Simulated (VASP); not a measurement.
Write the native input for VASP 6.6.1 that does the following.

```yaml
Task: electric field gradients
Functional: PBE
Potentials_or_basis: VASP PAW PBE potentials, release 64 (C, O)
Cutoff: 520 eV
k_mesh: 4 × 4 × 4
Occupations: fermi-dirac, width 0.02 eV
Spin: no spin polarisation
Dipole_correction: no
Further_INCAR_settings: ALGO = Normal; EDIFF = 1e-08; NBANDS = 44
```

The structure of CO2 lies in POSCAR:

```
CO2
1.0
    5.6200000000      0.0000000000      0.0000000000
    0.0000000000      5.6200000000      0.0000000000
    0.0000000000      0.0000000000      5.6200000000
C O
4 8
Direct
    0.0000000000      0.0000000000      0.0000000000
    0.5000000000      0.0000000000      0.5000000000
    0.5000000000      0.5000000000      0.0000000000
    0.0000000000      0.5000000000      0.5000000000
    0.1080000000      0.1080000000      0.1080000000
    0.3920000000      0.8920000000      0.6080000000
    0.6080000000      0.3920000000      0.8920000000
    0.8920000000      0.6080000000      0.3920000000
    0.8920000000      0.8920000000      0.8920000000
    0.6080000000      0.1080000000      0.3920000000
    0.3920000000      0.6080000000      0.1080000000
    0.1080000000      0.3920000000      0.6080000000
```

The input as run:

INCAR

```
ALGO = Normal ; EDIFF = 1E-8
ENCUT = 520 ; GGA = PE
ISIF = 2 ; ISMEAR = -1
LASPH = T ; LCHARG = F
LEFG = T ; LREAL = F
LWAVE = F ; NBANDS = 44
NELM = 100 ; PREC = Accurate
SIGMA = 0.02
```

KPOINTS

```
k-points
0
Gamma
  4 4 4
```

Potentials or basis: VASP PAW PBE potentials, release 64 (C, O).

The run is started by

```sh
$ cat potpaw_PBE.64/C/POTCAR potpaw_PBE.64/O/POTCAR > POTCAR
$ mpirun -np 1 vasp_std > vasp.out
```

It gave:

```json
{"Pressure": "50.0 GPa", "Largest force": "19.688 eV/Å", "Band gap on the k mesh": "7.66 eV, direct"}
```

Caveat: without QUAD_EFG the Cq values of the log hold for a quadrupole moment of 1 mb, not for the nuclei; forces of over 1 eV/Å act on the atoms, so gaps and moduli don't describe the material at rest.

It took 72 s on 1 thread of Intel(R) Xeon(R) Platinum 8375C CPU @ 2.90GHz (Ice Lake), on a shared host, peak memory 0.27 GiB.
